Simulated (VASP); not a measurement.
# Mo (Fd-3m) in VASP: single point with r2SCAN

Aim: the single point of Mo with r2SCAN.

All numbers are computed with VASP 6.6.1; they aren't measurements. Logs are shortened: lines on timing, memory, paths and dates and some standing lists are left out, and cuts for length are marked.

## 1. The cell of the first run

The structure is cubic, space group Fd-3m (No. 227). The conventional cell has a = 5.651 Å, b = 5.651 Å, c = 5.651 Å, α = 90.00°, β = 90.00°, γ = 90.00°. Within 3.2 Å of Mo (site symmetry -43m) lie 4 Mo at 2.45 Å.

## 2. Single point, r2SCAN

Contents of POSCAR:

```
Mo
1.0
    0.0000000000      2.8257167234      2.8257167234
    2.8257167234      0.0000000000      2.8257167234
    2.8257167234      2.8257167234      0.0000000000
Mo
2
Direct
    0.1250000000      0.1250000000      0.1250000000
    0.8750000000      0.8750000000      0.8750000000
```

Contents of INCAR.step1:

```
SYSTEM = Mo
PREC = Accurate
ENCUT = 520
ISMEAR = -1
SIGMA = 0.1
LREAL = .FALSE.
LASPH = .TRUE.
NELM = 80
NBANDS = 21
GGA = PE
ALGO = Normal
EDIFF = 1E-4
LWAVE = .TRUE.
LCHARG = .FALSE.
```

Contents of INCAR.step2:

```
SYSTEM = Mo
PREC = Accurate
ENCUT = 520
EDIFF = 1E-7
ISMEAR = -1
SIGMA = 0.1
LREAL = .FALSE.
LASPH = .TRUE.
NELM = 80
ALGO = Normal
ISIF = 2
LWAVE = .FALSE.
LCHARG = .FALSE.
METAGGA = R2SCAN
LMIXTAU = .TRUE.
NBANDS = 21
ISTART = 1
```

Contents of KPOINTS:

```
Automatic mesh
0
G
  5 5 5
  0 0 0
```

Potentials or basis: VASP PAW PBE potentials, release 64 (Mo_sv).

Command:

```console
$ cat potpaw_PBE.64/Mo_sv/POTCAR > POTCAR
$ cp INCAR.step1 INCAR
$ mpirun -np 1 vasp_std > vasp.out
$ cp INCAR.step2 INCAR
$ mpirun -np 1 vasp_std > vasp.out
```

OUTCAR:

```text
SYSTEM = Mo
   PREC = Accurate
   ENCUT = 520
   EDIFF = 1E-7
   ISMEAR = -1
   LREAL = .FALSE.
   LASPH = .TRUE.
   NELM = 80
   ISIF = 2
   METAGGA = R2SCAN
   ISTART = 1

 ion  position               nearest neighbor table
   1  0.125  0.125  0.125-   2 2.45   2 2.45   2 2.45   2 2.45
   2  0.875  0.875  0.875-   1 2.45   1 2.45   1 2.45   1 2.45

  LATTYP: Found a face centered cubic cell.
 ALAT       =     5.6514334468

  Lattice vectors:

 A1 = (   0.0000000000,   2.8257167234,   2.8257167234)
 A2 = (   2.8257167234,   0.0000000000,   2.8257167234)
 A3 = (   2.8257167234,   2.8257167234,   0.0000000000)

Analysis of symmetry for initial positions (statically):
=====================================================================
 Subroutine PRICEL returns:
 Original cell was already a primitive cell.

 Routine SETGRP: Setting up the symmetry group for a
 face centered cubic supercell.

 Subroutine GETGRP returns: Found 48 space group operations
 (whereof 12 operations were pure point group operations)
 out of a pool of 48 trial point group operations.

The static configuration has the point symmetry D_3d.
 The point group associated with its full space group is O_h .

Analysis of symmetry for dynamics (positions and initial velocities):
=====================================================================
 Subroutine PRICEL returns:
 Original cell was already a primitive cell.

 Routine SETGRP: Setting up the symmetry group for a
 face centered cubic supercell.

 Subroutine GETGRP returns: Found 48 space group operations
 (whereof 12 operations were pure point group operations)
 out of a pool of 48 trial point group operations.

The dynamic configuration has the point symmetry D_3d.
 The point group associated with its full space group is O_h .

 Subroutine INISYM returns: Found 48 space group operations
 (whereof 12 operations are pure point group operations),
 and found     1 'primitive' translations

----------------------------------------------------------------------------------------

                                     Primitive cell

  volume of cell :      45.1249

  direct lattice vectors                    reciprocal lattice vectors
     0.000000000  2.825716723  2.825716723    -0.176946258  0.176946258  0.176946258
     2.825716723  0.000000000  2.825716723     0.176946258 -0.176946258  0.176946258
     2.825716723  2.825716723  0.000000000     0.176946258  0.176946258 -0.176946258

  length of vectors
     3.996166914  3.996166914  3.996166914     0.306479909  0.306479909  0.306479909

  position of ions in fractional coordinates (direct lattice)
     0.125000000  0.125000000  0.125000000
     0.875000000  0.875000000  0.875000000

  ion indices of the primitive-cell ions
   primitive index   ion index
                 1           1
                 2           2

----------------------------------------------------------------------------------------

 KPOINTS: Automatic mesh

Automatic generation of k-mesh.
 Grid dimensions read from file:
 generate k-points for:    5    5    5

 Generating k-lattice:

  Cartesian coordinates                     Fractional coordinates (reciprocal lattice)
    -0.035389252  0.035389252  0.035389252     0.200000000  0.000000000  0.000000000
     0.035389252 -0.035389252  0.035389252     0.000000000  0.200000000  0.000000000
     0.035389252  0.035389252 -0.035389252     0.000000000  0.000000000  0.200000000

  Length of vectors
     0.061295982  0.061295982  0.061295982

  Shift w.r.t. Gamma in fractional coordinates (k-lattice)
     0.000000000  0.000000000  0.000000000

 Subroutine IBZKPT returns following result:
 ===========================================

 Found     10 irreducible k-points:

 Following reciprocal coordinates:
            Coordinates               Weight
  0.000000  0.000000  0.000000      1.000000
  0.200000  0.000000  0.000000      8.000000
  0.400000  0.000000  0.000000      8.000000
  0.200000  0.200000  0.000000      6.000000
  0.400000  0.200000  0.000000     24.000000
 -0.400000  0.200000  0.000000     24.000000
 -0.200000  0.200000  0.000000     12.000000
  0.400000  0.400000  0.000000      6.000000
 -0.400000  0.400000  0.000000     12.000000
 -0.400000  0.400000  0.200000     24.000000
   k-points           NKPTS =     10   k-points in BZ     NKDIM =     10   number of bands    NBANDS=     21
   number of dos      NEDOS =    301   number of ions     NIONS =      2
   total plane-waves  NPLWV =  27000
   dimension x,y,z NGX =    30 NGY =   30 NGZ =   30
   dimension x,y,z NGXF=    60 NGYF=   60 NGZF=   60
   ions per type =               2
   NGX,Y,Z   is equivalent  to a cutoff of  12.48, 12.48, 12.48 a.u.
   NGXF,Y,Z  is equivalent  to a cutoff of  24.96, 24.96, 24.96 a.u.
 SYSTEM =  Mo
   PREC   = accura    normal or accurate (medium, high low for compatibility)
   ISTART =      1    job   : 0-new  1-cont  2-samecut
   ICHARG =      0    charge: 1-file 2-atom 10-const
   ISPIN  =      1    spin polarized calculation?
   LNONCOLLINEAR =      F non collinear calculations
   LSORBIT =      F    spin-orbit coupling
   LASPH  =      T    aspherical Exc in radial PAW
   ENCUT  =  520.0 eV  38.22 Ry    6.18 a.u.   7.43  7.43  7.43*2*pi/ulx,y,z
   NELM   =     80;   NELMIN=  2; NELMDL=  0     # of ELM steps
   EDIFF  = 0.1E-06   stopping-criterion for ELM
   LREAL  =      F    real-space projection
   EDIFFG = 0.1E-05   stopping-criterion for IOM
   NSW    =      0    number of steps for IOM
   IBRION =     -1    ionic relax: 0-MD 1-quasi-New 2-CG
   NFREE  =      0    steps in history (QN), initial steepest desc. (CG)
   ISIF   =      2    stress and relaxation
   ISYM   =      2    0-nonsym 1-usesym 2-fastsym
   POTIM  = 0.5000    time-step for ionic-motion
   TEBEG  =    0.0;   TEEND  =   0.0 temperature during run
   PSTRESS=    0.0 pullay stress
   NELECT =      28.0000    total number of electrons
   NUPDOWN=      -1.0000    fix difference up-down
   EMIN   =  10.00;   EMAX   =-10.00  energy-range for DOS
   EFERMI =   0.00;   METHOD = LEGACY
   ISMEAR =    -1;   SIGMA  =   0.10  broadening in eV -4-tet -1-fermi 0-gaus
   EFERMI_NEDOS =   21; number of points for ismear=-14 and -15
   IALGO  =     38    algorithm
   IMIX   =      4    mixing-type and parameters
     AMIX     =   0.40;   BMIX     =  1.00
     AMIX_MAG =   1.60;   BMIX_MAG =  1.00
  volume/ion in A,a.u.               =      22.56       152.26
  Fermi-wavevector in a.u.,A,eV,Ry     =   1.396333  2.638686 26.527889  1.949745
  Thomas-Fermi vector in A             =   2.519697
   LORBIT       =      0    0 simple, 1 ext, 2 COOP (PROOUT), +10 PAW based schemes
   METAGGA = R2SCAN    functional components
   LHFCALC =     F    Hartree Fock is set to
   AEXX    =    0.0000 exact exchange contribution
   IVDW    =     0    specifies the selected vdW correction
   LEPSILON=     F    determine dielectric tensor
   LRPA    =     F    only Hartree local field effects (RPA)
 non-spin polarized calculation
  energy-cutoff  :      520.00
  volume of cell :       45.12
 maximum number of plane-waves:      1243
 NGX is ok and might be reduce to    30
   NGX = 15   NGY = 15   NGZ = 15

 number of electron      28.0000003 magnetization

 Free energy of the ion-electron system (eV)
  ---------------------------------------------------
  ext. energy  EPLUGINS =         0.00000000
  ---------------------------------------------------
  free energy    TOTEN  =       -47.53851348 eV

  energy without entropy =      -47.46611957  energy(sigma->0) =      -47.50231652

 E-fermi :   7.0377     XC(G=0): -11.7060

 val. band max:        6.8819266635   @ k =   0.2000   0.2000   0.0000
 cond. band min:       7.1421334135   @ k =   0.4000   0.2000   0.0000
 fundamental gap:      0.2602067499
 Fermi energy:         7.0376952934

 k-point     1 :       0.0000    0.0000    0.0000
  band No.  band energies     occupation
      1     -55.2846      2.00000
      2     -54.4849      2.00000
      3     -29.0058      2.00000
      4     -29.0058      2.00000
      5     -29.0058      2.00000
      6     -27.7540      2.00000
[... 13 lines left out ...]
     20      19.2734      0.00000
     21      19.8178      0.00000

 k-point     2 :       0.2000    0.0000    0.0000
  band No.  band energies     occupation
      1     -55.2308      2.00000
      2     -54.5426      2.00000
      3     -29.0598      2.00000
      4     -29.0598      2.00000
      5     -29.0017      2.00000
      6     -27.7565      2.00000
[... 13 lines left out ...]
     20      17.2773      0.00000
     21      18.2801      0.00000

 k-point     3 :       0.4000    0.0000    0.0000
  band No.  band energies     occupation
      1     -55.1163      2.00000
      2     -54.6633      2.00000
      3     -29.1384      2.00000
      4     -29.1384      2.00000
      5     -28.9994      2.00000
      6     -27.7551      2.00000
[... 13 lines left out ...]
     20      13.0310      0.00000
     21      17.4884      0.00000

 k-point     4 :       0.2000    0.2000    0.0000
  band No.  band energies     occupation
      1     -55.2107      2.00000
      2     -54.5639      2.00000
      3     -29.1207      2.00000
      4     -29.1207      2.00000
      5     -28.8864      2.00000
      6     -27.8786      2.00000
[... 13 lines left out ...]
     20      17.4274      0.00000
     21      17.9442      0.00000

 k-point     5 :       0.4000    0.2000    0.0000
  band No.  band energies     occupation
      1     -55.1047      2.00000
      2     -54.6754      2.00000
      3     -29.2259      2.00000
      4     -29.1962      2.00000
      5     -28.7871      2.00000
      6     -27.9721      2.00000
[... 13 lines left out ...]
     20      14.0822      0.00000
     21      16.3862      0.00000

 k-point     6 :      -0.4000    0.2000    0.0000
  band No.  band energies     occupation
      1     -55.0452      2.00000
      2     -54.7370      2.00000
      3     -29.2855      2.00000
      4     -29.1881      2.00000
      5     -28.7726      2.00000
      6     -27.9763      2.00000
[... 13 lines left out ...]
     20      12.2443      0.00000
     21      15.4495      0.00000

 k-point     7 :      -0.2000    0.2000    0.0000
  band No.  band energies     occupation
      1     -55.1505      2.00000
      2     -54.6275      2.00000
      3     -29.2114      2.00000
      4     -29.1062      2.00000
      5     -28.8880      2.00000
      6     -27.8647      2.00000
[... 13 lines left out ...]
     20      15.7755      0.00000
     21      16.0226      0.00000

 k-point     8 :       0.4000    0.4000    0.0000
  band No.  band energies     occupation
      1     -55.0149      2.00000
      2     -54.7680      2.00000
      3     -29.2740      2.00000
      4     -29.2740      2.00000
      5     -28.5772      2.00000
      6     -28.1952      2.00000
[... 13 lines left out ...]
     20      13.8670      0.00000
     21      13.8688      0.00000

 k-point     9 :      -0.4000    0.4000    0.0000
  band No.  band energies     occupation
      1     -54.9302      2.00000
      2     -54.8540      2.00000
      3     -29.3230      2.00000
      4     -29.2695      2.00000
      5     -28.4891      2.00000
      6     -28.2710      2.00000
[... 13 lines left out ...]
     20      11.8008      0.00000
     21      12.7512      0.00000

 k-point    10 :      -0.4000    0.4000    0.2000
  band No.  band energies     occupation
      1     -54.9916      2.00000
      2     -54.7919      2.00000
      3     -29.3097      2.00000
      4     -29.2544      2.00000
      5     -28.5839      2.00000
      6     -28.1682      2.00000
[... 13 lines left out ...]
     20      12.9049      0.00000
     21      13.2737      0.00000

------------------------ aborting loop because EDIFF is reached ----------------------------------------

  FORCE on cell =-STRESS in cart. coord.  units (eV):
  Direction    XX          YY          ZZ          XY          YZ          ZX
  --------------------------------------------------------------------------------------
  -------------------------------------------------------------------------------------
  Total        0.1034971      0.1034971      0.1034971     -0.0000000     -0.0000000      0.0000000
  in kB        3.6747081      3.6747081      3.6747081     -0.0000000     -0.0000000      0.0000000
  external PRESSURE =       3.6747081 kB  Pullay stress =       0.0000000 kB

 VOLUME and BASIS-vectors are now :
 -----------------------------------------------------------------------------
  energy-cutoff  :      520.00
  volume of cell :       45.12
      direct lattice vectors                 reciprocal lattice vectors
     0.000000000  2.825716723  2.825716723    -0.176946258  0.176946258  0.176946258
     2.825716723  0.000000000  2.825716723     0.176946258 -0.176946258  0.176946258
     2.825716723  2.825716723  0.000000000     0.176946258  0.176946258 -0.176946258

 POSITION                                       TOTAL-FORCE (eV/Angst)
 -----------------------------------------------------------------------------------
      0.70643      0.70643      0.70643         0.000000      0.000000     -0.000000
      4.94500      4.94500      4.94500        -0.000000     -0.000000      0.000000
 -----------------------------------------------------------------------------------
    total drift:                               -0.000000      0.000000      0.000000

  FREE ENERGIE OF THE ION-ELECTRON SYSTEM (eV)
  ---------------------------------------------------
  free  energy   TOTEN  =       -47.5385134777 eV

  energy  without entropy=      -47.4661195675  energy(sigma->0) =      -47.50231652
```

Wall time 77 s (1 thread of AMD EPYC 7R13, shared host); peak memory 0.16 GiB.

What came out:

* Free energy: -47.5385 eV
* Pressure: 0.4 GPa
* Band gap on the k mesh: zero (band 14 reaches 7.31 eV, above the bottom of band 15 at 6.88 eV)

Levels at points of the mesh, in eV from the Fermi level:
| k point | band 11 | band 12 | band 13 | band 14 | band 15 | band 16 | band 17 | band 18 |
| --- | --- | --- | --- | --- | --- | --- | --- | --- |
| (0.00, 0.00, 0.00) | -2.30 | -1.44 | -1.44 | -1.44 | 1.46 | 1.46 | 1.46 | 4.78 |

Caveat: the k points lie up to 0.39 Å⁻¹ apart; the PAW data sets were made with another functional, which shifts forces and pressure a little.
